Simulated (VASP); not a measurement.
Runs of VASP 6.6.1 on Ti. The structure is that of space group I4/mmm (No. 139), or close to it. The cells are those of the table. 

```tsv
cell	gap on the mesh (eV)	pressure (GPa)
a = 2.806 Å, angles 111.7, 111.7, 105.1°, 1 atom	none	-2.6
a = 2.769 Å, angles 107.3, 107.3, 113.9°, 1 atom	none	1.8
a = 2.693 Å, angles 111.8, 111.8, 104.9°, 1 atom	none	(b)
a = 2.733 Å, angles 112.9, 112.9, 102.7°, 1 atom	none	7.8
a = 2.775 Å, angles 114.1, 114.1, 100.6°, 1 atom	none	(a)
```

Alike in all rows: task single point; level PBEsol; potentials or basis VASP PAW PBE potentials, release 64 (Ti_sv); no spin polarisation; k mesh 20 × 20 × 20; cutoff (eV) 520; smearing gaussian 0.15 eV.

Fill in the values left out.

(a) 3.2; (b) 13.1.

Caveats: the PAW data sets were made with another functional, which shifts forces and pressure a little; the cell stands under pressure (at least some runs).

A gap of «none» marks levels without a gap at the run's occupations.
